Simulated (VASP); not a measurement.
Input of a VASP 6.6.1 run:

Contents of POSCAR:

```
ZnO
1.0
    3.2351954576      0.0000000000      0.0000000000
   -1.6175977288      2.8017614525      0.0000000000
    0.0000000000      0.0000000000      5.2114259527
Zn O
2 2
Direct
    0.3333333333      0.6666666667      0.4996928413
    0.6666666667      0.3333333333     -0.0003071587
    0.6666666667      0.3333333333      0.3793171587
    0.3333333333      0.6666666667      0.8793171587
```

File INCAR.step1:

```
ALGO     = Normal         # electronic algorithm
EDIFF    = 1E-4           # SCF threshold, eV
ENCUT    = 520            # plane-wave cutoff, eV
GGA      = PE             # functional
ISMEAR   = -1             # smearing method
LASPH    = True           # aspherical terms in the spheres
LCHARG   = False          # write CHGCAR
LREAL    = False          # projectors in reciprocal space
LWAVE    = True           # write WAVECAR
NBANDS   = 26             # bands
NELM     = 80             # most SCF steps
PREC     = Accurate       # precision mode
SIGMA    = 0.05           # smearing width, eV
```

Contents of INCAR.step2:

```
ALGO     = Normal         # electronic algorithm
EDIFF    = 1E-7           # SCF threshold, eV
ENCUT    = 520            # plane-wave cutoff, eV
ISIF     = 2              # what is computed and relaxed
ISMEAR   = -1             # smearing method
ISTART   = 1            
LASPH    = True           # aspherical terms in the spheres
LCHARG   = True           # write CHGCAR
LELF     = True           # ELF
LMIXTAU  = True         
LREAL    = False          # projectors in reciprocal space
LVHAR    = True         
LWAVE    = False          # write WAVECAR
METAGGA  = R2SCAN         # meta-GGA
NBANDS   = 26             # bands
NELM     = 80             # most SCF steps
PREC     = Accurate       # precision mode
SIGMA    = 0.05           # smearing width, eV
```

The input KPOINTS:

```
k-points
0
Gamma
  12 12 8
```

Potentials or basis: VASP PAW PBE potentials, release 64 (Zn, O).

Command:

```bash
$ cat potpaw_PBE.64/Zn/POTCAR potpaw_PBE.64/O/POTCAR > POTCAR
$ cp INCAR.step1 INCAR
$ mpirun -np 1 vasp_std > vasp.out
$ cp INCAR.step2 INCAR
$ mpirun -np 1 vasp_std > vasp.out
```

What does it give for the pressure?

1.0 GPa.

Predict the largest force.

0.010 eV/Å.

Estimate the band gap on the k mesh.

1.23 eV, direct.

Stress tensor (GPa, compression positive):
```
0.98 0.00 0.00
0.00 0.98 0.00
0.00 0.00 1.10
```

Caveat: the PAW data sets were made with another functional, which shifts forces and pressure a little. A k mesh can miss the band edges.
